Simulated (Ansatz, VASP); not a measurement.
One calculation of Se, two programs

The input POSCAR:

```
Se
1.0
    4.3551700000      0.0000000000      0.0000000000
   -2.1775850000      3.7716878578      0.0000000000
    0.0000000000      0.0000000000      4.9494500000
Se
3
Direct
    0.7830000000      0.7830000000      0.5000000000
    0.0000000000      0.2170000000      0.8333333333
    0.2170000000      0.0000000000      0.1666666667
```

File INCAR.step1:

```
SYSTEM = Se
PREC = Accurate ; ENCUT = 520
EDIFF = 1E-5 ; ISMEAR = -1
SIGMA = 0.05 ; LREAL = .False.
LASPH = .True. ; NELM = 80
ALGO = Normal ; ISIF = 2
LWAVE = .True. ; LCHARG = .False.
NBANDS = 16 ; GGA = PE
```

INCAR.step2

```
SYSTEM = Se
PREC = Accurate ; ENCUT = 520
EDIFF = 1E-6 ; ISMEAR = -1
SIGMA = 0.05 ; LREAL = .False.
LASPH = .True. ; NELM = 80
ALGO = Normal ; ISIF = 2
LWAVE = .False. ; LCHARG = .False.
GGA = PE ; LHFCALC = .True.
AEXX = 0.25 ; HFSCREEN = 0.2
PRECFOCK = Normal ; NBANDS = 16
ISTART = 1
```

The input KPOINTS:

```
Automatic mesh
0
Gamma
  4 4 3
  0 0 0
```

File input.yaml:

```yaml
crystal:
  lattice:
    - [4.35517, 0.0, 0.0]
    - [-2.177585, 3.7716878578, 0.0]
    - [0.0, 0.0, 4.94945]
  atoms:
    - { symbol: Se, position: [0.783, 0.783, 0.5] }
    - { symbol: Se, position: [0.0, 0.217, 0.8333333333] }
    - { symbol: Se, position: [0.217, 0.0, 0.1666666667] }
hamiltonian:
  xc: { exchange: pbe, correlation: pbe, exx: { coeff: 0.25, omega: 0.2 } }
  pseudopotentials: { kind: paw }
kpoints:
  mp_grid: { grid: [4, 4, 3] }
scf:
  occupations: { method: fermi_dirac, width: 0.05 }
output:
  forces: true
  stress: true
  eigenvalues: true
```

Alike in both runs: task single point; functional PBE-based screened hybrid; k mesh 4 × 4 × 3; occupations fermi-dirac, width 0.05 eV; no spin polarisation.

```csv
,VASP,Ansatz
version,VASP 6.6.1,Ansatz 0.2.0
potentials or method,"VASP PAW PBE potentials, release 64 (Se)",Ansatz PAW
plane-wave cutoff (eV),520,420
valence electrons in the cell,18,48
```

Ansatz gave:

* gap on the k mesh at the Fermi level (eV): 2.61
* least direct gap on the mesh (eV): 2.87
* pressure (GPa): 3.5
* traceless stress, the component that is largest in VASP (GPa): 0.09
* rms of the force components (eV/Å): 0.348

Question: Which values does VASP return?

Answer: gap on the k mesh at the Fermi level (eV): 2.61; least direct gap on the mesh (eV): 2.87; pressure (GPa): 3.3; traceless stress, the component that is largest in VASP (GPa): -0.03; rms of the force components (eV/Å): 0.328.

VASP's potentials were made for PBE, not for PBE-based screened hybrid. Atom by atom the forces differ by 0.020 eV/Å (rms over components). With one functional, cell and mesh, what is left measures potentials, basis and numerics. VASP's potentials hold 18 valence electrons a cell and Ansatz's 48, so a difference there can come from the potentials and not from the codes.

The k mesh is coarse, so the values compare programs but aren't converged. Noted on Ansatz's run: odd divisions of the mesh miss points on the zone boundary, where band edges often lie, so the gap on the mesh can be too wide.
